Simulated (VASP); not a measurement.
# Sn (Im-3m) in VASP: single point with r2SCAN

Aim: the single point of Sn with r2SCAN.

Program: VASP 6.6.1. These are calculated values, not measurements. Logs are shortened: lines on timing, memory, paths and dates and some standing lists are left out, and cuts for length are marked.

### 1 The cell of the first run

It takes space group Im-3m (No. 229, cubic). Conventional cell: a = 3.593 Å, b = 3.593 Å, c = 3.593 Å, α = 90.00°, β = 90.00°, γ = 90.00°. Sn (site symmetry m-3m) has 14 Sn at 3.11 to 3.59 Å within 4.1 Å.

### 2 Single point, r2SCAN (strain -0.050 along x and y, -0.050 along z)

Input file POSCAR:

```
Sn
1.0
   -1.7967215098      1.7967215098      1.7967215098
    1.7967215098     -1.7967215098      1.7967215098
    1.7967215098      1.7967215098     -1.7967215098
Sn
1
Direct
    0.0000000000      0.0000000000      0.0000000000
```

Input file INCAR.step1:

```
PREC     = Accurate       # precision mode
ENCUT    = 520            # plane-wave cutoff, eV
ISMEAR   = 0              # smearing method
SIGMA    = 0.15           # smearing width, eV
LREAL    = F              # projectors in reciprocal space
LASPH    = T              # aspherical terms in the spheres
NELM     = 60             # most SCF steps
NBANDS   = 13             # bands
GGA      = PE             # functional
ALGO     = Normal         # electronic algorithm
EDIFF    = 1E-4           # SCF threshold, eV
LWAVE    = T              # write WAVECAR
LCHARG   = F              # write CHGCAR
```

Input file INCAR.step2:

```
PREC     = Accurate       # precision mode
ENCUT    = 520            # plane-wave cutoff, eV
EDIFF    = 1E-6           # SCF threshold, eV
ISMEAR   = 0              # smearing method
SIGMA    = 0.15           # smearing width, eV
LREAL    = F              # projectors in reciprocal space
LASPH    = T              # aspherical terms in the spheres
NELM     = 60             # most SCF steps
ALGO     = Normal         # electronic algorithm
ISIF     = 2              # what is computed and relaxed
LWAVE    = F              # write WAVECAR
LCHARG   = F              # write CHGCAR
METAGGA  = R2SCAN         # meta-GGA
LMIXTAU  = T            
NBANDS   = 13             # bands
ISTART   = 1
```

Input file KPOINTS:

```
regular mesh
0
Gamma
  22 22 22
```

Potentials or basis: VASP PAW PBE potentials, release 64 (Sn_d).

The run is started by

```
> cat potpaw_PBE.64/Sn_d/POTCAR > POTCAR
> cp INCAR.step1 INCAR
> mpirun -np 1 vasp_std > vasp.out
> cp INCAR.step2 INCAR
> mpirun -np 1 vasp_std > vasp.out
```

OUTCAR:

```text
PREC = Accurate
   ENCUT = 520
   EDIFF = 1E-6
   ISMEAR = 0
   LREAL = F
   LASPH = T
   NELM = 60
   ISIF = 2
   METAGGA = R2SCAN
   ISTART = 1

 ion  position               nearest neighbor table
   1  0.000  0.000  0.000-

  LATTYP: Found a body centered cubic cell.
 ALAT       =     3.5934430196

  Lattice vectors:

 A1 = (  -1.7967215098,   1.7967215098,   1.7967215098)
 A2 = (   1.7967215098,  -1.7967215098,   1.7967215098)
 A3 = (   1.7967215098,   1.7967215098,  -1.7967215098)

Analysis of symmetry for initial positions (statically):
=====================================================================
 Subroutine PRICEL returns:
 Original cell was already a primitive cell.

 Routine SETGRP: Setting up the symmetry group for a
 body centered cubic supercell.

 Subroutine GETGRP returns: Found 48 space group operations
 (whereof 48 operations were pure point group operations)
 out of a pool of 48 trial point group operations.

The static configuration has the point symmetry O_h .

Analysis of symmetry for dynamics (positions and initial velocities):
=====================================================================
 Subroutine PRICEL returns:
 Original cell was already a primitive cell.

 Routine SETGRP: Setting up the symmetry group for a
 body centered cubic supercell.

 Subroutine GETGRP returns: Found 48 space group operations
 (whereof 48 operations were pure point group operations)
 out of a pool of 48 trial point group operations.

The dynamic configuration has the point symmetry O_h .

 Subroutine INISYM returns: Found 48 space group operations
 (whereof 48 operations are pure point group operations),
 and found     1 'primitive' translations

----------------------------------------------------------------------------------------

                                     Primitive cell

  volume of cell :      23.2008

  direct lattice vectors                    reciprocal lattice vectors
    -1.796721510  1.796721510  1.796721510     0.000000000  0.278284641  0.278284641
     1.796721510 -1.796721510  1.796721510     0.278284641  0.000000000  0.278284641
     1.796721510  1.796721510 -1.796721510     0.278284641  0.278284641  0.000000000

  length of vectors
     3.112012942  3.112012942  3.112012942     0.393553913  0.393553913  0.393553913

[... 77 lines left out ...]
   NELM   =     60;   NELMIN=  2; NELMDL=  0     # of ELM steps
   EDIFF  = 0.1E-05   stopping-criterion for ELM
   LREAL  =      F    real-space projection
   EDIFFG = 0.1E-04   stopping-criterion for IOM
   NSW    =      0    number of steps for IOM
   IBRION =     -1    ionic relax: 0-MD 1-quasi-New 2-CG
   NFREE  =      0    steps in history (QN), initial steepest desc. (CG)
   ISIF   =      2    stress and relaxation
   ISYM   =      2    0-nonsym 1-usesym 2-fastsym
   POTIM  = 0.5000    time-step for ionic-motion
   TEBEG  =    0.0;   TEEND  =   0.0 temperature during run
   PSTRESS=    0.0 pullay stress
   NELECT =      14.0000    total number of electrons
   NUPDOWN=      -1.0000    fix difference up-down
   EMIN   =  10.00;   EMAX   =-10.00  energy-range for DOS
   EFERMI =   0.00;   METHOD = LEGACY
   ISMEAR =     0;   SIGMA  =   0.15  broadening in eV -4-tet -1-fermi 0-gaus
   EFERMI_NEDOS =   21; number of points for ismear=-14 and -15
   IALGO  =     38    algorithm
   IMIX   =      4    mixing-type and parameters
     AMIX     =   0.40;   BMIX     =  1.00
     AMIX_MAG =   1.60;   BMIX_MAG =  1.00
  volume/ion in A,a.u.               =      23.20       156.57
  Fermi-wavevector in a.u.,A,eV,Ry     =   1.383407  2.614261 26.039046  1.913816
  Thomas-Fermi vector in A             =   2.508008
   LORBIT       =      0    0 simple, 1 ext, 2 COOP (PROOUT), +10 PAW based schemes
   METAGGA = R2SCAN    functional components
   LHFCALC =     F    Hartree Fock is set to
   AEXX    =    0.0000 exact exchange contribution
   IVDW    =     0    specifies the selected vdW correction
   LEPSILON=     F    determine dielectric tensor
   LRPA    =     F    only Hartree local field effects (RPA)
 non-spin polarized calculation
 Gauss-broadening in eV      SIGMA  =   0.15
  energy-cutoff  :      520.00
  volume of cell :       23.20
 maximum number of plane-waves:       638
   NGX = 11   NGY = 11   NGZ = 11

 number of electron      13.9999996 magnetization

 Free energy of the ion-electron system (eV)
  ---------------------------------------------------
  ext. energy  EPLUGINS =         0.00000000
  ---------------------------------------------------
  free energy    TOTEN  =       -24.39043399 eV

  energy without entropy =      -24.38588517  energy(sigma->0) =      -24.38815958

 E-fermi :  10.0931     XC(G=0): -12.1501

 val. band max:       10.0904322031   @ k =  -0.2727   0.3636   0.0909
 cond. band min:      10.1045597396   @ k =   0.2273   0.2273   0.0455
 fundamental gap:      0.0141275366
 Fermi energy:        10.0931154790

 k-point     1 :       0.0000    0.0000    0.0000
  band No.  band energies     occupation
      1     -12.3008      2.00000
      2     -12.3008      2.00000
      3     -12.3008      2.00000
      4     -12.0593      2.00000
      5     -12.0593      2.00000
      6      -2.8519      2.00000
      7      20.2547      0.00000
      8      20.2547      0.00000
      9      20.2547      0.00000
     10      23.2681      0.00000
     11      23.2681      0.00000
     12      23.2681      0.00000
     13      24.6505      0.00000
[... 354 lines left out ...]
  band No.  band energies     occupation
      1     -12.3178      2.00000
      2     -12.2828      2.00000
      3     -12.1739      2.00000
      4     -12.0872      2.00000
      5     -12.0628      2.00000
      6      -1.8142      2.00000
      7      14.7077      0.00000
      8      16.2738      0.00000
      9      18.1000      0.00000
     10      21.5438      0.00000
     11      22.1066      0.00000
     12      23.4252      0.00000
     13      26.4287      0.00000

 [... further k-points ...]
[... 5 lines left out ...]
  --------------------------------------------------------------------------------------
  -------------------------------------------------------------------------------------
  Total        1.6122488      1.6122488      1.6122488      0.0000000      0.0000000     -0.0000000
  in kB      111.3372147    111.3372147    111.3372147      0.0000000      0.0000000     -0.0000000
  external PRESSURE =     111.3372147 kB  Pullay stress =       0.0000000 kB

 VOLUME and BASIS-vectors are now :
 -----------------------------------------------------------------------------
  energy-cutoff  :      520.00
  volume of cell :       23.20
      direct lattice vectors                 reciprocal lattice vectors
    -1.796721510  1.796721510  1.796721510     0.000000000  0.278284641  0.278284641
     1.796721510 -1.796721510  1.796721510     0.278284641  0.000000000  0.278284641
     1.796721510  1.796721510 -1.796721510     0.278284641  0.278284641  0.000000000

 POSITION                                       TOTAL-FORCE (eV/Angst)
 -----------------------------------------------------------------------------------
      0.00000      0.00000      0.00000         0.000000      0.000000     -0.000000
 -----------------------------------------------------------------------------------
    total drift:                                0.000000      0.000000      0.000000

  FREE ENERGIE OF THE ION-ELECTRON SYSTEM (eV)
  ---------------------------------------------------
  free  energy   TOTEN  =       -24.3904339898 eV

  energy  without entropy=      -24.3858851680  energy(sigma->0) =      -24.38815958
```

OUTCAR.step1:

```text
PREC = Accurate
   ENCUT = 520
   ISMEAR = 0
   LREAL = F
   LASPH = T
[... 599 lines left out ...]

 POSITION                                       TOTAL-FORCE (eV/Angst)
 -----------------------------------------------------------------------------------
      0.00000      0.00000      0.00000         0.000000     -0.000000      0.000000
 -----------------------------------------------------------------------------------
    total drift:                                0.000000      0.000000     -0.000000

  FREE ENERGIE OF THE ION-ELECTRON SYSTEM (eV)
  ---------------------------------------------------
  free  energy   TOTEN  =        -3.6309401181 eV

  energy  without entropy=       -3.6263106016  energy(sigma->0) =       -3.62862536
```

OSZICAR.step1:

```text
N       E                     dE             d eps       ncg     rms          rms(c)
DAV:   1     0.796887548002E+02    0.79689E+02   -0.70983E+03  8858   0.169E+03
DAV:   2     0.156092248256E+01   -0.78128E+02   -0.75531E+02  9133   0.343E+02
DAV:   3    -0.355305139189E+01   -0.51140E+01   -0.50925E+01 10133   0.710E+01
DAV:   4    -0.364912761932E+01   -0.96076E-01   -0.96056E-01 10032   0.103E+01
DAV:   5    -0.365220991207E+01   -0.30823E-02   -0.30822E-02 10909   0.180E+00    0.179E+00
DAV:   6    -0.363712772236E+01    0.15082E-01   -0.11721E-02 10747   0.207E+00    0.998E-01
DAV:   7    -0.363119435993E+01    0.59334E-02   -0.78828E-03 10825   0.163E+00    0.123E-01
DAV:   8    -0.363094253434E+01    0.25183E-03   -0.74725E-04 10484   0.476E-01    0.261E-02
DAV:   9    -0.363094011812E+01    0.24162E-05   -0.11706E-05  5664   0.537E-02
   1 F= -.36309401E+01 E0= -.36286254E+01  d E =-.462952E-02
```

Run time: 1.8 min. Hardware: 1 thread of Intel Xeon 6975P-C, shared host; peak memory 0.21 GiB.

What came out:

| Property | Result |
| --- | --- |
| Free energy | -24.3904 eV |
| Pressure | 11.1 GPa |
| Band gap on the k mesh | zero (band 7 reaches 20.25 eV, above the bottom of band 8 at 6.97 eV) |

Caveat: the cell differs from its parent crystal (strain -0.050 along x and y, -0.050 along z); the PAW data sets were made with another functional, which shifts forces and pressure a little; spin-orbit coupling is left out, which moves the levels of the heavy elements.
